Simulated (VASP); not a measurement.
Set up this calculation in VASP 6.6.1, as the native input.

```
Task                   : single point
Functional             : LDA
Potentials or basis    : VASP PAW LDA potentials, release 64 (Cu_sv_GW)
Cutoff                 : 820 eV
k mesh                 : 13 × 13 × 13
Occupations            : fermi-dirac, width 0.05 eV
Spin                   : no spin polarisation
Dipole correction      : no
Further INCAR settings : ALGO = Normal; EDIFF = 1e-06; NBANDS = 16
```

The structure of Cu lies in POSCAR:

```
Cu
1.0
    0.0000000000      1.7953687620      1.7953687620
    1.7953687620      0.0000000000      1.7953687620
    1.7953687620      1.7953687620      0.0000000000
Cu
1
Direct
    0.0000000000      0.0000000000      0.0000000000
```

These files were run (other wordings do the same):

INCAR

```
ALGO = Normal
EDIFF = 1E-6
ENCUT = 820
GGA = CA
GGA_COMPAT = F
ISIF = 2
ISMEAR = -1
LASPH = T
LCHARG = T
LELF = T
LREAL = F
LVHAR = T
LWAVE = F
NBANDS = 16
NELM = 120
PREC = Accurate
SIGMA = 0.05
```

KPOINTS

```
k-points
0
Gamma
  13 13 13
```

Potentials or basis: VASP PAW LDA potentials, release 64 (Cu_sv_GW).

Command:

```sh
$ cat potpaw_LDA.64/Cu_sv_GW/POTCAR > POTCAR
$ mpirun -np 1 vasp_std > vasp.out
```

Results of the run:

| Item | Value |
| --- | --- |
| Pressure | -10.8 GPa |
| Band gap on the k mesh | zero (an odd number of electrons rules out a gap without spin polarisation) |

Caveat: the cell stands under tension.

Wall time 17 s on 1 thread of Intel(R) Xeon(R) Platinum 8259CL CPU @ 2.50GHz (Skylake/Cascade Lake), with other jobs on the host, peak memory 0.16 GiB.
